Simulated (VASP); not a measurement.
A run of VASP 6.6.1 is set up as follows.

Contents of INCAR:

```
ALGO = Normal ; EDIFF = 1E-7
ENCUT = 520 ; GGA = PS
ISIF = 2 ; ISMEAR = 0
LASPH = True ; LCHARG = False
LREAL = False ; LWAVE = False
NBANDS = 16 ; NELM = 100
PREC = Accurate ; SIGMA = 0.05
```

File KPOINTS:

```
k-points
0
Gamma
  10 10 10
```

Contents of POSCAR:

```
ZnS
1.0
    0.0000000000      2.6782590749      2.6782590749
    2.6782590749      0.0000000000      2.6782590749
    2.6782590749      2.6782590749      0.0000000000
Zn S
1 1
Direct
    0.0000000000      0.0000000000      0.0000000000
    0.5883230712      0.8038923096      0.8038923096
```

Potentials or basis: VASP PAW PBE potentials, release 64 (Zn, S).

Launch:

```bash
$ cat potpaw_PBE.64/Zn/POTCAR potpaw_PBE.64/S/POTCAR > POTCAR
$ mpirun -np 1 vasp_std > vasp.out
```

(1) Predict the pressure.

(2) Estimate the band gap on the k mesh.

(3) Predict the largest force.

Answers

(1) 18.5 GPa.

(2) 1.94 eV.

(3) 10.201 eV/Å.

Caveat: the cell differs from its parent crystal (all S atoms moved +0.500 Å, as atom 2 towards its neighbour atom 1 (Zn) at 2.319 Å); the cell stands under pressure; the PAW data sets were made with another functional, which shifts forces and pressure a little.
